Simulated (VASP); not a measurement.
# MnO (rock salt type) (Fm-3m) in VASP: a series of runs, part 2 of 2

VASP 6.6.1. Earlier steps stand in the parts before.

### 4 Single point, PBE

This run uses another cell than the first one, of 8.65 Å³/atom.

INCAR reads:

```
SYSTEM = MnO
ALGO = Normal
EDIFF = 1E-6
ENCUT = 520
GGA = PE
ISIF = 2
ISMEAR = -1
LASPH = .True.
LCHARG = .True.
LELF = .True.
LREAL = .False.
LVHAR = .True.
LWAVE = .False.
NBANDS = 16
NELM = 80
PREC = Accurate
SIGMA = 0.06122561905347299
```

KPOINTS reads:

```
k-points
0
Gamma
  23 23 23
  0 0 0
```

POSCAR reads:

```
MnO
1.0
    0.0000000000      2.0524696328      2.0524696328
    2.0524696328      0.0000000000      2.0524696328
    2.0524696328      2.0524696328      0.0000000000
Mn O
1 1
Direct
    0.0000000000      0.0000000000      0.0000000000
    0.5000000000      0.5000000000      0.5000000000
```

Potentials or basis: VASP PAW PBE potentials, release 64 (Mn_pv, O).

The run is started by

```console
cat potpaw_PBE.64/Mn_pv/POTCAR potpaw_PBE.64/O/POTCAR > POTCAR
mpirun -np 1 vasp_std > vasp.out
```

OUTCAR:

```text
SYSTEM = MnO
   EDIFF = 1E-6
   ENCUT = 520
   GGA = PE
   ISIF = 2
   ISMEAR = -1
   LASPH = .True.
   LREAL = .False.
   NELM = 80
   PREC = Accurate

 ion  position               nearest neighbor table
   1  0.000  0.000  0.000-   2 2.05   2 2.05   2 2.05   2 2.05   2 2.05   2 2.05
   2  0.500  0.500  0.500-   1 2.05   1 2.05   1 2.05   1 2.05   1 2.05   1 2.05

  LATTYP: Found a face centered cubic cell.
 ALAT       =     4.1049392656

  Lattice vectors:

 A1 = (   0.0000000000,   2.0524696328,   2.0524696328)
 A2 = (   2.0524696328,   0.0000000000,   2.0524696328)
 A3 = (   2.0524696328,   2.0524696328,   0.0000000000)

Analysis of symmetry for initial positions (statically):
=====================================================================
 Subroutine PRICEL returns:
 Original cell was already a primitive cell.

 Routine SETGRP: Setting up the symmetry group for a
 face centered cubic supercell.

 Subroutine GETGRP returns: Found 48 space group operations
 (whereof 48 operations were pure point group operations)
 out of a pool of 48 trial point group operations.

The static configuration has the point symmetry O_h .

Analysis of symmetry for dynamics (positions and initial velocities):
=====================================================================
 Subroutine PRICEL returns:
 Original cell was already a primitive cell.

 Routine SETGRP: Setting up the symmetry group for a
 face centered cubic supercell.

 Subroutine GETGRP returns: Found 48 space group operations
 (whereof 48 operations were pure point group operations)
 out of a pool of 48 trial point group operations.

The dynamic configuration has the point symmetry O_h .

 Subroutine INISYM returns: Found 48 space group operations
 (whereof 48 operations are pure point group operations),
 and found     1 'primitive' translations

----------------------------------------------------------------------------------------

                                     Primitive cell

  volume of cell :      17.2926

  direct lattice vectors                    reciprocal lattice vectors
     0.000000000  2.052469633  2.052469633    -0.243608964  0.243608964  0.243608964
     2.052469633  0.000000000  2.052469633     0.243608964 -0.243608964  0.243608964
     2.052469633  2.052469633  0.000000000     0.243608964  0.243608964 -0.243608964

  length of vectors
     2.902630391  2.902630391  2.902630391     0.421943102  0.421943102  0.421943102

  position of ions in fractional coordinates (direct lattice)
     0.000000000  0.000000000  0.000000000
     0.500000000  0.500000000  0.500000000

  ion indices of the primitive-cell ions
   primitive index   ion index
                 1           1
                 2           2

----------------------------------------------------------------------------------------

 KPOINTS: k-points

Automatic generation of k-mesh.
 Grid dimensions read from file:
 generate k-points for:   23   23   23

 Generating k-lattice:

  Cartesian coordinates                     Fractional coordinates (reciprocal lattice)
    -0.010591694  0.010591694  0.010591694     0.043478261  0.000000000  0.000000000
     0.010591694 -0.010591694  0.010591694     0.000000000  0.043478261  0.000000000
     0.010591694  0.010591694 -0.010591694     0.000000000  0.000000000  0.043478261

  Length of vectors
     0.018345352  0.018345352  0.018345352

  Shift w.r.t. Gamma in fractional coordinates (k-lattice)
     0.000000000  0.000000000  0.000000000

 Subroutine IBZKPT returns following result:
 ===========================================

 Found    364 irreducible k-points:

 Following reciprocal coordinates:
            Coordinates               Weight
  0.000000  0.000000  0.000000      1.000000
  0.043478  0.000000  0.000000      8.000000
  0.086957  0.000000  0.000000      8.000000
  0.130435  0.000000  0.000000      8.000000
  0.173913  0.000000  0.000000      8.000000
  0.217391  0.000000  0.000000      8.000000
[... 16 lines left out ...]
  0.478261  0.043478  0.000000     24.000000
 -0.478261  0.043478  0.000000     24.000000
 [... further k-points ...]
   k-points           NKPTS =    364   k-points in BZ     NKDIM =    364   number of bands    NBANDS=     16
   number of dos      NEDOS =    301   number of ions     NIONS =      2
   total plane-waves  NPLWV =  13824
   dimension x,y,z NGX =    24 NGY =   24 NGZ =   24
   dimension x,y,z NGXF=    48 NGYF=   48 NGZF=   48
   ions per type =               1   1
   NGX,Y,Z   is equivalent  to a cutoff of  13.75, 13.75, 13.75 a.u.
   NGXF,Y,Z  is equivalent  to a cutoff of  27.49, 27.49, 27.49 a.u.
 SYSTEM =  MnO
   PREC   = accura    normal or accurate (medium, high low for compatibility)
   ISTART =      0    job   : 0-new  1-cont  2-samecut
   ICHARG =      2    charge: 1-file 2-atom 10-const
   ISPIN  =      1    spin polarized calculation?
   LNONCOLLINEAR =      F non collinear calculations
   LSORBIT =      F    spin-orbit coupling
   LASPH  =      T    aspherical Exc in radial PAW
   ENCUT  =  520.0 eV  38.22 Ry    6.18 a.u.   5.40  5.40  5.40*2*pi/ulx,y,z
   NELM   =     80;   NELMIN=  2; NELMDL= -5     # of ELM steps
   EDIFF  = 0.1E-05   stopping-criterion for ELM
   LREAL  =      F    real-space projection
   EDIFFG = 0.1E-04   stopping-criterion for IOM
   NSW    =      0    number of steps for IOM
   IBRION =     -1    ionic relax: 0-MD 1-quasi-New 2-CG
   NFREE  =      0    steps in history (QN), initial steepest desc. (CG)
   ISIF   =      2    stress and relaxation
   ISYM   =      2    0-nonsym 1-usesym 2-fastsym
   POTIM  = 0.5000    time-step for ionic-motion
   TEBEG  =    0.0;   TEEND  =   0.0 temperature during run
   PSTRESS=    0.0 pullay stress
   NELECT =      19.0000    total number of electrons
   NUPDOWN=      -1.0000    fix difference up-down
   EMIN   =  10.00;   EMAX   =-10.00  energy-range for DOS
   EFERMI =   0.00;   METHOD = LEGACY
   ISMEAR =    -1;   SIGMA  =   0.06  broadening in eV -4-tet -1-fermi 0-gaus
   EFERMI_NEDOS =   21; number of points for ismear=-14 and -15
   IALGO  =     38    algorithm
   IMIX   =      4    mixing-type and parameters
     AMIX     =   0.40;   BMIX     =  1.00
     AMIX_MAG =   1.60;   BMIX_MAG =  1.00
  volume/ion in A,a.u.               =       8.65        58.35
  Fermi-wavevector in a.u.,A,eV,Ry     =   1.689297  3.192308 38.827268  2.853724
  Thomas-Fermi vector in A             =   2.771449
   LORBIT       =      0    0 simple, 1 ext, 2 COOP (PROOUT), +10 PAW based schemes
   GGA     = PE    functional components
   LHFCALC =     F    Hartree Fock is set to
   AEXX    =    0.0000 exact exchange contribution
   IVDW    =     0    specifies the selected vdW correction
   LEPSILON=     F    determine dielectric tensor
   LRPA    =     F    only Hartree local field effects (RPA)
 non-spin polarized calculation
  energy-cutoff  :      520.00
  volume of cell :       17.29
 maximum number of plane-waves:       487
 NGX is ok and might be reduce to    24
   NGX = 11   NGY = 11   NGZ = 11

 number of electron      19.0000004 magnetization

 Free energy of the ion-electron system (eV)
  ---------------------------------------------------
  ext. energy  EPLUGINS =         0.00000000
  ---------------------------------------------------
  free energy    TOTEN  =       -14.87823104 eV

  energy without entropy =      -14.81332920  energy(sigma->0) =      -14.84578012

 E-fermi :  10.3133     XC(G=0): -13.4134

 val. band max:       10.3127587840   @ k =  -0.4783   0.2609   0.0000
 cond. band min:      10.3133888546   @ k =  -0.4783   0.0870   0.0435
 fundamental gap:      0.0006300706
 Fermi energy:        10.3133286628

 k-point     1 :       0.0000    0.0000    0.0000
  band No.  band energies     occupation
      1     -37.9579      2.00000
      2     -37.9579      2.00000
      3     -37.9579      2.00000
      4     -11.9598      2.00000
      5       5.5217      2.00000
      6       5.5217      2.00000
[... 8 lines left out ...]
     15      29.8558      0.00000
     16      29.8559      0.00000
[... 419 lines left out ...]
 k-point    24 :      -0.4783    0.0435    0.0000
  band No.  band energies     occupation
      1     -38.1483      2.00000
      2     -37.9814      2.00000
      3     -37.9795      2.00000
      4     -10.4376      2.00000
      5       0.5243      2.00000
      6       3.1452      2.00000
[... 8 lines left out ...]
     15      24.7719      0.00000
     16      25.0000      0.00000

 [... further k-points ...]

------------------------ aborting loop because EDIFF is reached ----------------------------------------

  FORCE on cell =-STRESS in cart. coord.  units (eV):
  Direction    XX          YY          ZZ          XY          YZ          ZX
  --------------------------------------------------------------------------------------
  -------------------------------------------------------------------------------------
  Total        0.0968792      0.0968792      0.0968792     -0.0000000     -0.0000000      0.0000000
  in kB        8.9759624      8.9759624      8.9759624     -0.0000000     -0.0000000      0.0000000
  external PRESSURE =       8.9759624 kB  Pullay stress =       0.0000000 kB

 VOLUME and BASIS-vectors are now :
 -----------------------------------------------------------------------------
  energy-cutoff  :      520.00
  volume of cell :       17.29
      direct lattice vectors                 reciprocal lattice vectors
     0.000000000  2.052469633  2.052469633    -0.243608964  0.243608964  0.243608964
     2.052469633  0.000000000  2.052469633     0.243608964 -0.243608964  0.243608964
     2.052469633  2.052469633  0.000000000     0.243608964  0.243608964 -0.243608964

 POSITION                                       TOTAL-FORCE (eV/Angst)
 -----------------------------------------------------------------------------------
      0.00000      0.00000      0.00000         0.000000      0.000000      0.000000
      2.05247      2.05247      2.05247        -0.000000     -0.000000     -0.000000
 -----------------------------------------------------------------------------------
    total drift:                                0.000000     -0.000000     -0.000000

  FREE ENERGIE OF THE ION-ELECTRON SYSTEM (eV)
  ---------------------------------------------------
  free  energy   TOTEN  =       -14.8782310431 eV

  energy  without entropy=      -14.8133291987  energy(sigma->0) =      -14.84578012
```

stdout:

```text
POSCAR found type information on POSCAR MnO
 POSCAR found :  2 types and       2 ions
 scaLAPACK will be used
 LDA part: xc-table for (Slater+PW92), standard interpolation
 POSCAR, INCAR and KPOINTS ok, starting setup
 FFT: planning ... GRIDC
 FFT: planning ... GRID_SOFT
 FFT: planning ... GRID
 WAVECAR not read
 entering main loop
```

Run time: 2.2 min. Hardware: 1 thread of Intel Xeon 8259CL, shared host; peak memory 0.22 GiB.

Results:

| Quantity | Value |
| --- | --- |
| Free energy | -14.8782 eV |
| Pressure | 0.9 GPa |
| Band gap on the k mesh | zero (an odd number of electrons rules out a gap without spin polarisation) |

Caveat: an odd number of electrons without spin polarisation forces a metal; a magnetic or distorted state may lie lower; the run has no spin polarisation, though such a crystal can be magnetic; semilocal functionals often make such compounds metallic where correlation or magnetic order opens a gap, which also shifts bond lengths. Spin polarisation is off, so any magnetic state and its effect on volume and gap are missing.

### 5 Single point, PBE

This run uses another cell than the first one, of 8.65 Å³/atom.

INCAR reads:

```
PREC = Accurate
ENCUT = 520
EDIFF = 1E-6
ISMEAR = -1
SIGMA = 0.06122561905347299
LREAL = F
LASPH = T
NELM = 100
ALGO = Normal
ISIF = 2
LWAVE = F
LCHARG = F
GGA = PE
NBANDS = 16
```

KPOINTS reads:

```
regular mesh
0
Gamma
  23 23 23
```

POSCAR is that of step 4.

The run is started by

```console
cat potpaw_PBE.64/Mn_pv/POTCAR potpaw_PBE.64/O/POTCAR > POTCAR
mpirun -np 1 vasp_std > vasp.out
```

It took 2.5 min on 1 thread of Intel Xeon 8259CL, shared host; peak memory 0.22 GiB.

It converged, with:

```yaml
Free_energy: -14.8782 eV
Pressure: 0.9 GPa
Band_gap_on_the_k_mesh: zero (an odd number of electrons rules out a gap without spin polarisation)
```

Levels at points of the mesh, in eV from the Fermi level:
| k point | band 8 | band 9 | band 10 | band 11 | band 12 | band 13 |
| --- | --- | --- | --- | --- | --- | --- |
| (0.00, 0.00, 0.00) | -1.74 | -1.74 | -1.74 | -0.94 | -0.94 | 1.65 |

Caveat: an odd number of electrons without spin polarisation forces a metal; a magnetic or distorted state may lie lower; the run has no spin polarisation, though such a crystal can be magnetic; semilocal functionals often make such compounds metallic where correlation or magnetic order opens a gap, which also shifts bond lengths. With open d or f shells a metallic result of PBE can be an artefact of self-interaction; +U or a hybrid may open a gap.

### 6 Single point, PBE

This run uses another cell than the first one, of 8.82 Å³/atom.

INCAR reads:

```
PREC = Accurate
ENCUT = 520
EDIFF = 1E-6
ISMEAR = -1
SIGMA = 0.06122561905347299
LREAL = False
LASPH = True
NELM = 60
ALGO = Normal
ISIF = 2
LWAVE = False
LCHARG = False
GGA = PE
NBANDS = 16
```

KPOINTS reads:

```
Automatic mesh
0
Gamma
  23 23 23
```

POSCAR reads:

```
MnO
1.0
    0.0000000000      2.0660625431      2.0660625431
    2.0660625431      0.0000000000      2.0660625431
    2.0660625431      2.0660625431      0.0000000000
Mn O
1 1
Direct
    0.0000000000      0.0000000000      0.0000000000
    0.5000000000      0.5000000000      0.5000000000
```

Potentials or basis: VASP PAW PBE potentials, release 64 (Mn_pv, O).

The run is started by

```console
cat potpaw_PBE.64/Mn_pv/POTCAR potpaw_PBE.64/O/POTCAR > POTCAR
mpirun -np 1 vasp_std > vasp.out
```

OUTCAR:

```text
PREC = Accurate
   ENCUT = 520
   EDIFF = 1E-6
   ISMEAR = -1
   LREAL = False
   LASPH = True
   NELM = 60
   ISIF = 2
   GGA = PE

 ion  position               nearest neighbor table
   1  0.000  0.000  0.000-   2 2.07   2 2.07   2 2.07   2 2.07   2 2.07   2 2.07
   2  0.500  0.500  0.500-   1 2.07   1 2.07   1 2.07   1 2.07   1 2.07   1 2.07

  LATTYP: Found a face centered cubic cell.
 ALAT       =     4.1321250862

  Lattice vectors:

[... 642 lines left out ...]

------------------------ aborting loop because EDIFF is reached ----------------------------------------

  FORCE on cell =-STRESS in cart. coord.  units (eV):
  Direction    XX          YY          ZZ          XY          YZ          ZX
  --------------------------------------------------------------------------------------
  -------------------------------------------------------------------------------------
  Total       -0.4180322     -0.4180322     -0.4180322      0.0000000      0.0000000     -0.0000000
  in kB      -37.9716884    -37.9716884    -37.9716884      0.0000000      0.0000000     -0.0000000
  external PRESSURE =     -37.9716884 kB  Pullay stress =       0.0000000 kB

 VOLUME and BASIS-vectors are now :
 -----------------------------------------------------------------------------
  energy-cutoff  :      520.00
  volume of cell :       17.64
      direct lattice vectors                 reciprocal lattice vectors
     0.000000000  2.066062543  2.066062543    -0.242006227  0.242006227  0.242006227
     2.066062543  0.000000000  2.066062543     0.242006227 -0.242006227  0.242006227
     2.066062543  2.066062543  0.000000000     0.242006227  0.242006227 -0.242006227

 POSITION                                       TOTAL-FORCE (eV/Angst)
 -----------------------------------------------------------------------------------
      0.00000      0.00000      0.00000        -0.000000     -0.000000     -0.000000
      2.06606      2.06606      2.06606         0.000000      0.000000      0.000000
 -----------------------------------------------------------------------------------
    total drift:                                0.000000     -0.000000     -0.000000

  FREE ENERGIE OF THE ION-ELECTRON SYSTEM (eV)
  ---------------------------------------------------
  free  energy   TOTEN  =       -14.8755686709 eV

  energy  without entropy=      -14.8085827410  energy(sigma->0) =      -14.84207571
```

OSZICAR:

```text
N       E                     dE             d eps       ncg     rms          rms(c)
DAV:   1     0.152843965989E+03    0.15284E+03   -0.10923E+04 11736   0.147E+03
DAV:   2    -0.115169329195E+02   -0.16436E+03   -0.15721E+03 12872   0.381E+02
DAV:   3    -0.173432172558E+02   -0.58263E+01   -0.57798E+01 12448   0.782E+01
DAV:   4    -0.173828631330E+02   -0.39646E-01   -0.39643E-01 13360   0.669E+00
DAV:   5    -0.173833394135E+02   -0.47628E-03   -0.47628E-03 12648   0.714E-01    0.164E+01
DAV:   6    -0.160748320249E+02    0.13085E+01   -0.15536E+01 14000   0.539E+01    0.128E+01
DAV:   7    -0.148989134027E+02    0.11759E+01   -0.48142E+00 12736   0.331E+01    0.619E+00
DAV:   8    -0.148882526996E+02    0.10661E-01   -0.35107E-01 12096   0.770E+00    0.117E+00
DAV:   9    -0.148766227842E+02    0.11630E-01   -0.43526E-02 12016   0.306E+00    0.287E-01
DAV:  10    -0.148756619921E+02    0.96079E-03   -0.36557E-03 14736   0.739E-01    0.127E-01
DAV:  11    -0.148755862539E+02    0.75738E-04   -0.56158E-04 11848   0.264E-01    0.356E-02
DAV:  12    -0.148755703707E+02    0.15883E-04   -0.54627E-05 11784   0.971E-02    0.153E-02
DAV:  13    -0.148755689838E+02    0.13869E-05   -0.95208E-06 12792   0.330E-02    0.647E-03
DAV:  14    -0.148755686709E+02    0.31288E-06   -0.23472E-07  5984   0.560E-03
   1 F= -.14875569E+02 E0= -.14842076E+02  d E =-.669859E-01
```

stdout:

```text
POSCAR found type information on POSCAR MnO
 POSCAR found :  2 types and       2 ions
 scaLAPACK will be used
 LDA part: xc-table for (Slater+PW92), standard interpolation
 POSCAR, INCAR and KPOINTS ok, starting setup
 FFT: planning ... GRIDC
 FFT: planning ... GRID_SOFT
 FFT: planning ... GRID
 WAVECAR not read
 entering main loop
```

Run time: 2.6 min. Hardware: 1 thread of Intel Xeon 8259CL, shared host; peak memory 0.23 GiB.

Results:

* Free energy: -14.8756 eV
* Pressure: -3.8 GPa
* Band gap on the k mesh: zero (an odd number of electrons rules out a gap without spin polarisation)

Caveat: the cell stands under tension; an odd number of electrons without spin polarisation forces a metal; a magnetic or distorted state may lie lower; the run has no spin polarisation, though such a crystal can be magnetic; semilocal functionals often make such compounds metallic where correlation or magnetic order opens a gap, which also shifts bond lengths. With open d or f shells a metallic result of PBE can be an artefact of self-interaction; +U or a hybrid may open a gap.

### 7 The runs side by side

| cell | gap on the mesh (eV) | pressure (GPa) |
| --- | --- | --- |
| a = 2.883 Å, angles 60.0°, 2 atoms | none | 6.2 |
| a = 2.903 Å, angles 60.0°, 2 atoms | none | 0.9 |
| a = 2.922 Å, angles 60.0°, 2 atoms | none | -3.8 |

Alike in all rows: task single point; level PBE; potentials or basis VASP PAW PBE potentials, release 64 (Mn_pv, O); no spin polarisation; k mesh 23 × 23 × 23; cutoff (eV) 520; smearing fermi-dirac 0.0612256 eV.

Caveats: an odd number of electrons without spin polarisation forces a metal; a magnetic or distorted state may lie lower; the run has no spin polarisation, though such a crystal can be magnetic; semilocal functionals often make such compounds metallic where correlation or magnetic order opens a gap, which also shifts bond lengths; the cell stands under pressure (at least some runs); the cell stands under tension (at least some runs).

Total energies depend on the potentials used, so only differences within one code and one set of settings carry meaning.
